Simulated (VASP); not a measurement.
# BN (Pm) in VASP: notebook, part 2 of 2

VASP 6.6.1.

## 4. Single point, r2SCAN (atom 3 (N) moved -0.225 Å along Cartesian [1 -1 0])

Contents of POSCAR:

```
BN
1.0
    2.5009753125      0.0000000000      0.0000000000
   -1.2504876563      2.1659081548      0.0000000000
    0.0000000000      0.0000000000      6.8741616654
B N
2 2
Direct
    0.3333333333      0.6666666667      0.2500000000
    0.6666666667      0.3333333333      0.7500000000
    0.3064465584      0.7401227019      0.7500000000
    0.6666666667      0.3333333333      0.2500000000
```

Contents of INCAR.step1:

```
PREC     = Accurate       # precision mode
ENCUT    = 520            # plane-wave cutoff, eV
ISMEAR   = 0              # smearing method
SIGMA    = 0.05           # smearing width, eV
LREAL    = False          # projectors in reciprocal space
LASPH    = True           # aspherical terms in the spheres
NELM     = 100            # most SCF steps
NBANDS   = 16             # bands
GGA      = PE             # functional
ALGO     = Normal         # electronic algorithm
EDIFF    = 1E-4           # SCF threshold, eV
LWAVE    = True           # write WAVECAR
LCHARG   = False          # write CHGCAR
```

Contents of INCAR.step2:

```
PREC     = Accurate       # precision mode
ENCUT    = 520            # plane-wave cutoff, eV
EDIFF    = 1E-6           # SCF threshold, eV
ISMEAR   = 0              # smearing method
SIGMA    = 0.05           # smearing width, eV
LREAL    = False          # projectors in reciprocal space
LASPH    = True           # aspherical terms in the spheres
NELM     = 100            # most SCF steps
ALGO     = Normal         # electronic algorithm
ISIF     = 2              # what is computed and relaxed
LWAVE    = False          # write WAVECAR
LCHARG   = False          # write CHGCAR
METAGGA  = R2SCAN         # meta-GGA
LMIXTAU  = True         
NBANDS   = 16             # bands
ISTART   = 1
```

Contents of KPOINTS:

```
Automatic mesh
0
Gamma
  12 12 4
```

The run is started by

```sh
$ cat potpaw_PBE.64/B/POTCAR potpaw_PBE.64/N/POTCAR > POTCAR
$ cp INCAR.step1 INCAR
$ mpirun -np 1 vasp_std > vasp.out
$ cp INCAR.step2 INCAR
$ mpirun -np 1 vasp_std > vasp.out
```

It took 6.3 min on 1 thread of Intel Xeon Platinum 8488C (Sapphire Rapids), shared host; peak memory 0.23 GiB.

It converged, with:

```yaml
Free_energy: -37.7069 eV
Pressure: 8.2 GPa
Largest_force: 7.562 eV/Å
Band_gap_on_the_k_mesh: 3.18 eV (least direct gap 4.14 eV)
```

Forces in eV/Å, atoms in the order of the input:
```
B   -0.003  0.001  0.000
B   -3.253  6.815  0.000
N    3.254 -6.826  0.000
N    0.002  0.010  0.000
```

Stress tensor (GPa, compression positive):
```
 2.51  6.18  0.00
 6.18 22.22  0.00
 0.00  0.00 -0.27
```

Levels at points of the mesh, in eV from the valence-band top:
```
           k point  band 4  band 5  band 6  band 7  band 8  band 9  band 10  band 11  band 12  band 13
(0.00, 0.00, 0.00)   -5.70   -5.22   -2.60   -2.60    0.00    4.13     8.32     9.36    11.13    11.13
(0.50, 0.00, 0.00)  -10.51   -5.53   -4.44   -2.55   -1.77    3.57     4.72     7.69     9.21    11.85
(0.00, 0.50, 0.00)  -10.51   -5.53   -4.28   -2.36   -1.68    3.32     4.40     8.60     9.25    11.68
(0.50, 0.50, 0.00)   -9.91   -7.04   -5.53   -3.24   -1.93    3.85     6.65     8.74     9.40    12.00
(0.00, 0.00, 0.50)   -6.69   -5.22   -2.60   -2.60    0.00    6.33     6.42     8.50    11.13    11.13
(0.50, 0.00, 0.50)  -10.51   -5.53   -4.45   -2.18   -2.10    3.79     4.10     7.80     9.38    12.77
(0.00, 0.50, 0.50)  -10.51   -5.53   -4.28   -2.18   -1.77    3.18     4.10     8.78     9.40    12.58
(0.50, 0.50, 0.50)   -9.92   -7.04   -5.53   -3.01   -2.18    4.11     5.95     9.09     9.35    12.79
```

Caveat: the cell differs from its parent crystal (atom 3 (N) moved -0.225 Å along Cartesian [1 -1 0]); the cell stands under pressure; the PAW data sets were made with another functional, which shifts forces and pressure a little. A k mesh can miss the band edges.

## 5. Single point, r2SCAN (atom 3 (N) moved +0.450 Å along Cartesian [1 -1 0])

Edit POSCAR of step 4 so:

```diff
@@ -10,3 +10,3 @@
     0.6666666667      0.3333333333      0.7500000000
-    0.3064465584      0.7401227019      0.7500000000
+    0.3871068833      0.5197545962      0.7500000000
     0.6666666667      0.3333333333      0.2500000000
```

Contents of INCAR.step1:

```
SYSTEM = BN
ALGO = Normal
EDIFF = 1E-4
ENCUT = 520
GGA = PE
ISMEAR = 0
LASPH = .True.
LCHARG = .False.
LREAL = .False.
LWAVE = .True.
NBANDS = 16
NELM = 80
PREC = Accurate
SIGMA = 0.05
```

Contents of INCAR.step2:

```
SYSTEM = BN
ALGO = Normal
EDIFF = 1E-7
ENCUT = 520
ISIF = 2
ISMEAR = 0
ISTART = 1
LASPH = .True.
LCHARG = .True.
LELF = .True.
LMIXTAU = .True.
LREAL = .False.
LVHAR = .True.
LWAVE = .False.
METAGGA = R2SCAN
NBANDS = 16
NELM = 80
PREC = Accurate
SIGMA = 0.05
```

Contents of KPOINTS:

```
k-points
0
Gamma
  12 12 4
  0 0 0
```

The run is started by

```sh
$ cat potpaw_PBE.64/B/POTCAR potpaw_PBE.64/N/POTCAR > POTCAR
$ cp INCAR.step1 INCAR
$ mpirun -np 1 vasp_std > vasp.out
$ cp INCAR.step2 INCAR
$ mpirun -np 1 vasp_std > vasp.out
```

Run time: 6.2 min. Hardware: 1 thread of Intel Xeon Platinum 8488C (Sapphire Rapids), shared host; peak memory 0.24 GiB.

It converged, with:

```yaml
Free_energy: -31.5720 eV
Pressure: 58.6 GPa
Largest_force: 47.055 eV/Å
Band_gap_on_the_k_mesh: 3.49 eV (least direct gap 4.03 eV)
```

Forces on the atoms (eV/Å):
```
B    -0.007   0.001   0.000
B    43.014 -18.977   0.000
N   -43.052  18.993   0.000
N     0.044  -0.017   0.000
```

Stress tensor (GPa, compression positive):
```
142.58 -64.46   0.00
-64.46  33.37   0.00
  0.00   0.00  -0.12
```

Levels at points of the mesh, in eV from the valence-band top:
| k point | band 6 | band 7 | band 8 | band 9 | band 10 | band 11 |
| --- | --- | --- | --- | --- | --- | --- |
| (0.00, 0.00, 0.00) | -2.89 | -2.89 | 0.00 | 4.03 | 8.69 | 9.03 |
| (0.50, 0.00, 0.00) | -3.82 | -3.78 | -2.30 | 3.59 | 4.71 | 6.29 |
| (0.00, 0.50, 0.00) | -5.82 | -4.22 | -2.31 | 3.62 | 6.76 | 7.88 |
| (0.50, 0.50, 0.00) | -4.16 | -2.90 | -2.48 | 3.49 | 4.49 | 8.80 |
| (0.00, 0.00, 0.50) | -2.89 | -2.89 | 0.00 | 6.04 | 6.22 | 8.78 |
| (0.50, 0.00, 0.50) | -3.83 | -3.63 | -2.46 | 3.83 | 4.77 | 5.61 |
| (0.00, 0.50, 0.50) | -5.82 | -4.10 | -2.46 | 3.84 | 6.86 | 7.07 |
| (0.50, 0.50, 0.50) | -4.17 | -2.83 | -2.46 | 3.64 | 3.83 | 9.16 |

Caveat: the cell differs from its parent crystal (atom 3 (N) moved +0.450 Å along Cartesian [1 -1 0]); atoms lie so close that the PAW spheres overlap strongly, which falsifies energies and pressures; the cell stands under pressure; the PAW data sets were made with another functional, which shifts forces and pressure a little. A k mesh can miss the band edges.

## 6. Single point, r2SCAN (atom 3 (N) moved -0.338 Å along Cartesian [1 -1 0])

Edit POSCAR of step 5 so:

```diff
@@ -10,3 +10,3 @@
     0.6666666667      0.3333333333      0.7500000000
-    0.3871068833      0.5197545962      0.7500000000
+    0.2930031709      0.7768507195      0.7500000000
     0.6666666667      0.3333333333      0.2500000000
```

Contents of INCAR.step1:

```
SYSTEM = BN
PREC     = Accurate       ! precision mode
ENCUT    = 520            ! plane-wave cutoff, eV
ISMEAR   = 0              ! smearing method
SIGMA    = 0.05           ! smearing width, eV
LREAL    = .FALSE.        ! projectors in reciprocal space
LASPH    = .TRUE.         ! aspherical terms in the spheres
NELM     = 80             ! most SCF steps
NBANDS   = 16             ! bands
GGA      = PE             ! functional
ALGO     = Normal         ! electronic algorithm
EDIFF    = 1E-4           ! SCF threshold, eV
LWAVE    = .TRUE.         ! write WAVECAR
LCHARG   = .FALSE.        ! write CHGCAR
```

Contents of INCAR.step2:

```
SYSTEM = BN
PREC     = Accurate       ! precision mode
ENCUT    = 520            ! plane-wave cutoff, eV
EDIFF    = 1E-7           ! SCF threshold, eV
ISMEAR   = 0              ! smearing method
SIGMA    = 0.05           ! smearing width, eV
LREAL    = .FALSE.        ! projectors in reciprocal space
LASPH    = .TRUE.         ! aspherical terms in the spheres
NELM     = 80             ! most SCF steps
ALGO     = Normal         ! electronic algorithm
ISIF     = 2              ! what is computed and relaxed
LWAVE    = .FALSE.        ! write WAVECAR
LCHARG   = .FALSE.        ! write CHGCAR
METAGGA  = R2SCAN         ! meta-GGA
LMIXTAU  = .TRUE.       
NBANDS   = 16             ! bands
ISTART   = 1
```

Contents of KPOINTS:

```
Automatic mesh
0
G
  12 12 4
  0 0 0
```

Potentials or basis: VASP PAW PBE potentials, release 64 (B, N).

The run is started by

```sh
$ cat potpaw_PBE.64/B/POTCAR potpaw_PBE.64/N/POTCAR > POTCAR
$ cp INCAR.step1 INCAR
$ mpirun -np 1 vasp_std > vasp.out
$ cp INCAR.step2 INCAR
$ mpirun -np 1 vasp_std > vasp.out
```

It took 5.5 min on 1 thread of Intel Xeon Platinum 8488C (Sapphire Rapids), shared host; peak memory 0.24 GiB.

The run converged. Its results:

| Item | Value |
| --- | --- |
| Free energy | -36.7973 eV |
| Pressure | 16.4 GPa |
| Largest force | 10.684 eV/Å |
| Band gap on the k mesh | 2.27 eV (least direct gap 3.41 eV) |

Forces in eV/Å, atoms in the order of the input:
```
B    -0.005   0.000   0.000
B    -2.005  10.476   0.000
N     2.003 -10.494   0.000
N     0.008   0.018   0.000
```

Stress tensor (GPa, compression positive):
```
 8.77  8.54  0.00
 8.54 40.73  0.00
 0.00  0.00 -0.27
```

Levels at points of the mesh, in eV from the valence-band top:
```csv
k point,band 5,band 6,band 7,band 8,band 9,band 10,band 11,band 12
"(0.00, 0.00, 0.00)",-6.46,-3.33,-3.33,0.00,3.41,7.47,8.65,10.40
"(0.50, 0.00, 0.00)",-6.26,-4.23,-3.27,-2.53,2.82,3.96,5.58,8.47
"(0.00, 0.50, 0.00)",-6.26,-4.31,-3.02,-2.45,2.49,3.61,7.25,8.47
"(0.50, 0.50, 0.00)",-8.46,-6.26,-4.28,-2.69,3.15,6.96,7.97,8.69
"(0.00, 0.00, 0.50)",-7.02,-3.33,-3.33,0.00,5.53,5.69,7.75,10.40
"(0.50, 0.00, 0.50)",-6.26,-4.24,-2.90,-2.85,3.00,3.37,5.65,8.65
"(0.00, 0.50, 0.50)",-6.26,-4.32,-2.90,-2.45,2.27,3.37,7.34,8.68
"(0.50, 0.50, 0.50)",-8.46,-6.26,-4.10,-2.91,3.39,6.18,8.32,8.62
```

Caveat: the cell differs from its parent crystal (atom 3 (N) moved -0.338 Å along Cartesian [1 -1 0]); the cell stands under pressure; the PAW data sets were made with another functional, which shifts forces and pressure a little. A k mesh can miss the band edges.

## 7. Overview

| cell | gap on the mesh (eV) | pressure (GPa) | largest force (eV/Å) |
| --- | --- | --- | --- |
| as given, atomic positions A | 2.23 | 26.2 | 14.63 |
| as given, atomic positions B | 2.76 | 29.1 | 25.26 |
| as given, atomic positions C | 3.18 | 8.2 | 7.56 |
| as given, atomic positions D | 3.49 | 58.6 | 47.05 |
| as given, atomic positions E | 2.27 | 16.4 | 10.68 |

Alike in all rows: task single point; level r2SCAN; potentials or basis VASP PAW PBE potentials, release 64 (B, N); no spin polarisation; k mesh 12 × 12 × 4; cutoff (eV) 520; smearing gaussian 0.05 eV.

Caveats: the cell stands under pressure; the PAW data sets were made with another functional, which shifts forces and pressure a little; atoms lie so close that the PAW spheres overlap strongly, which falsifies energies and pressures (at least some runs).

Absolute energies hang on the potentials; compare differences alone.
